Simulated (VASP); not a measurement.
# Zr: single point with PBE

Zr:

```xyz
2
Lattice="0.0000 2.7673 5.2363 1.5875 0.0000 5.2363 1.5875 2.7673 0.0000" Properties=species:S:1:pos:R:3 pbc="T T T"
Zr    2.3812    4.1510    7.8544
Zr    1.5875    2.7673    5.2363
```

```json
{
  "Program": "VASP 6.6.1",
  "Task": "single point",
  "Functional": "PBE",
  "Potentials or basis": "VASP PAW PBE potentials, release 64 (Zr_sv)",
  "Cutoff": "520 eV",
  "k mesh": "20 × 20 × 20",
  "Occupations": "gaussian, width 0.1 eV",
  "Spin": "no spin polarisation"
}
```

```json
{
  "Pressure": "0.0 GPa",
  "Band gap on the k mesh": "zero (band 12 reaches 9.93 eV, above the bottom of band 13 at 8.40 eV)"
}
```

Levels at points of the mesh, in eV from the Fermi level:
```
           k point  band 8  band 9  band 10  band 11  band 12  band 13  band 14  band 15  band 16  band 17
(0.00, 0.00, 0.00)  -25.99   -5.44    -2.79     0.49     1.03     1.18     1.45     1.53     2.16     2.19
(0.50, 0.00, 0.00)  -26.12   -2.56    -2.41    -1.92    -0.11     0.77     1.53     2.90     4.12     5.38
(0.50, 0.50, 0.00)  -26.04   -3.81    -3.81    -0.19    -0.19     1.20     1.20     2.18     2.18     2.48
(0.50, 0.00, 0.50)  -26.19   -2.08    -2.08    -0.78    -0.78    -0.04    -0.04     3.65     3.65     5.53
(0.00, 0.50, 0.50)  -26.26   -2.86    -2.86    -0.97    -0.97     2.02     2.02     2.79     2.79     5.52
```

Run time: 26 min on 1 thread of AMD EPYC 7R13 Processor (Zen 3) (shared host), peak memory 0.83 GiB.
